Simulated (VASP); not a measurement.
A run of VASP 6.6.1:

File INCAR:

```
PREC = Accurate
ENCUT = 600
EDIFF = 1E-6
ISMEAR = 0
SIGMA = 0.1
LREAL = False
LASPH = True
NELM = 60
ALGO = Fast
ISIF = 4
LWAVE = False
LCHARG = False
GGA = PE
IBRION = 2
NSW = 50
EDIFFG = -0.01
```

KPOINTS

```
Automatic mesh
0
Gamma
  8 8 10
```

Contents of POSCAR:

```
PbO2
1.0
    4.8100580521      0.0000000000      0.0000000000
    0.0000000000      4.8100580521      0.0000000000
    0.0000000000      0.0000000000      3.3819455479
Pb O
2 4
Direct
    0.0000000000      0.0000000000      0.0000000000
    0.5000000000      0.5000000000      0.5000000000
    0.3069834273      0.3069834273      0.0000000000
    0.1930165727      0.8069834273      0.5000000000
    0.6930165727      0.6930165727      0.0000000000
    0.8069834273      0.1930165727      0.5000000000
```

Potentials or basis: VASP PAW PBE potentials, release 64 (Pb_d, O).

The run is started by

```sh
$ cat potpaw_PBE.64/Pb_d/POTCAR potpaw_PBE.64/O/POTCAR > POTCAR
$ mpirun -np 1 vasp_std > vasp.out
```

Hardware: 1 thread of AMD EPYC 9755 128-Core Processor, with other jobs on the host.

Task: How long does it take, and how much memory?

Result: Wall time 17 min on 1 thread of AMD EPYC 9755 128-Core Processor (shared host), peak memory 0.33 GiB. Counts: scf iterations 44, k points 90, ion steps 5.
